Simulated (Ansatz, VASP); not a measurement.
## BeS4: VASP beside Ansatz

```xyz
5
Lattice="-2.7553 2.7553 2.7553 2.7553 -2.7553 2.7553 2.7553 2.7553 -2.7553" Properties=species:S:1:pos:R:3 pbc="T T T"
Be    0.0000    0.0000    0.0000
S     1.3776    1.3776   -1.3776
S     1.3776   -1.3776    1.3776
S    -1.3776    1.3776    1.3776
S     1.3776    1.3776    1.3776
```

Change from the starting cell: species swapped into the CrGa4 type (Im-3m, No. 229).

Alike in both runs: task relaxation of cell and atoms; functional PBE; k mesh 10 × 10 × 10; occupations gaussian, width 0.1 eV; no spin polarisation.

```csv
,VASP,Ansatz
version,VASP 6.6.1,Ansatz 0.2.0
potentials or method,"VASP PAW PBE potentials, release 64 (Be, S), cutoff 600 eV","scalar-relativistic, plane waves, PAW"
valence electrons in the cell,26,26
```

Ansatz gave:

| Item | Value |
| --- | --- |
| gap on the k mesh at the Fermi level, each at its own relaxed structure (eV) | none |
| relaxed volume (Å³/atom) | 16.69 |
| relaxed cell length with the largest relative difference (Å) | 4.769 |

What did VASP give for the same quantities?

gap on the k mesh at the Fermi level, each at its own relaxed structure (eV): none; relaxed volume (Å³/atom): 16.67; relaxed cell length with the largest relative difference (Å): 4.766.

A gap of «none» marks a metal or a gap that the smearing closes.
